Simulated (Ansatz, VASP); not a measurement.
**One calculation of CaC2, two programs**

INCAR

```
SYSTEM = CaC2
PREC = Accurate
ENCUT = 600
EDIFF = 1E-6
ISMEAR = 0
SIGMA = 0.05
LREAL = .FALSE.
LASPH = .TRUE.
NELM = 120
ALGO = Normal
ISIF = 2
LWAVE = .FALSE.
LCHARG = .TRUE.
LELF = .TRUE.
LVHAR = .TRUE.
NBANDS = 16
GGA_COMPAT = .FALSE.
```

The input KPOINTS:

```
Automatic mesh
0
G
  10 10 10
  0 0 0
```

The input POSCAR:

```
CaC2
1.0
   -1.8789219473      1.8789219473      3.2172808927
    1.8789219473     -1.8789219473      3.2172808927
    1.8789219473      1.8789219473     -3.2172808927
Ca C
1 2
Direct
    0.0000000000      0.0000000000      0.0000000000
    0.5996770466      0.5996770466      0.0000000000
    0.4003229534      0.4003229534      0.0000000000
```

Input for Ansatz:

```yaml
crystal:
  lattice:
    - [-1.8789219473, 1.8789219473, 3.2172808927]
    - [1.8789219473, -1.8789219473, 3.2172808927]
    - [1.8789219473, 1.8789219473, -3.2172808927]
  atoms:
    - { symbol: Ca, position: [0.0, 0.0, 0.0] }
    - { symbol: C, position: [0.5996770466, 0.5996770466, 0.0] }
    - { symbol: C, position: [0.4003229534, 0.4003229534, 0.0] }
basis:
  ecutwfc: 420
kpoints:
  mp_grid: { grid: [10, 10, 10] }
hamiltonian:
  xc: lda
scf:
  occupations: { method: gaussian, width: 0.05 }
output:
  forces: true
  stress: true
  eigenvalues: true
```

Change from the starting cell: strain +0.000 along x and y, +0.025 along z, atoms carried along.

Alike in both runs: task single point; functional LDA; k mesh 10 × 10 × 10; occupations gaussian, width 0.05 eV; no spin polarisation.

|  | VASP | Ansatz |
| --- | --- | --- |
| version | VASP 6.6.1 | Ansatz 0.2.0 |
| potentials or method | VASP PAW LDA potentials, release 64 (Ca_sv, C), cutoff 600 eV | scalar-relativistic, plane waves, PAW |
| valence electrons in the cell | 18 | 18 |

```csv
,VASP,Ansatz,Ansatz less VASP
gap on the k mesh at the Fermi level (eV),0.76,0.77,+0.014
least direct gap on the mesh (eV),1.93,1.94,+0.012
pressure (GPa),-4.6,-4.9,-0.34
"traceless stress, the component that is largest in VASP (GPa)",-9.04,-9.27,-0.228
rms of the force components (eV/Å),0.919,0.956,+0.0369
```

LDA's correlation is that of Perdew and Zunger in VASP and of Perdew and Wang (1992) in Ansatz. Atom by atom the forces differ by 0.037 eV/Å (rms over components).
